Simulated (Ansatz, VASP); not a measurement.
Cu in VASP and in Ansatz

The input INCAR:

```
PREC     = Accurate       # precision mode
ENCUT    = 820            # plane-wave cutoff, eV
EDIFF    = 1E-6           # SCF threshold, eV
ISMEAR   = 0              # smearing method
SIGMA    = 0.15           # smearing width, eV
LREAL    = False          # projectors in reciprocal space
LASPH    = True           # aspherical terms in the spheres
NELM     = 120            # most SCF steps
ALGO     = Normal         # electronic algorithm
ISIF     = 2              # what is computed and relaxed
LWAVE    = False          # write WAVECAR
LCHARG   = False          # write CHGCAR
NBANDS   = 16             # bands
GGA_COMPAT= False
```

KPOINTS

```
Automatic mesh
0
Gamma
  24 24 24
```

The input POSCAR:

```
Cu
1.0
   -1.3662536384      1.3662536384      1.4051918671
    1.3662536384     -1.3662536384      1.4051918671
    1.3662536384      1.3662536384     -1.4051918671
Cu
1
Direct
    0.0000000000      0.0000000000      0.0000000000
```

Input for Ansatz:

```yaml
crystal:
  lattice:
    - [-1.3662536384, 1.3662536384, 1.4051918671]
    - [1.3662536384, -1.3662536384, 1.4051918671]
    - [1.3662536384, 1.3662536384, -1.4051918671]
  atoms:
    - { symbol: Cu, position: [0.0, 0.0, 0.0] }
basis:
  ecutwfc: 520.0
kpoints:
  mp_grid: { grid: [24, 24, 24] }
hamiltonian:
  xc: lda
  pseudopotentials: { kind: paw, azcp: { folder: soft_1 } }
scf:
  occupations: { method: gaussian, width: 0.15 }
output:
  forces: true
  stress: true
  eigenvalues: true
```

Alike in both runs: task single point; functional LDA; k mesh 24 × 24 × 24; occupations gaussian, width 0.15 eV; no spin polarisation.

```csv
,VASP,Ansatz
version,VASP 6.6.1,Ansatz 0.2.0
potentials or method,"VASP PAW LDA potentials, release 64 (Cu_sv_GW), cutoff 820 eV","scalar-relativistic, plane waves, PAW"
valence electrons in the cell,19,19
```

```csv
,VASP,Ansatz,Ansatz less VASP
gap on the k mesh at the Fermi level (eV),none,none,-
pressure (GPa),7.6,8.3,+0.72
"traceless stress, the component that is largest in VASP (GPa)",0.27,0.27,-0.007
```

Ansatz warns that its potentials were made for another functional, while VASP's fit it. LDA's correlation is that of Perdew and Zunger in VASP and of Perdew and Wang (1992) in Ansatz. A gap of «none» marks a metal or a gap that the smearing closes.
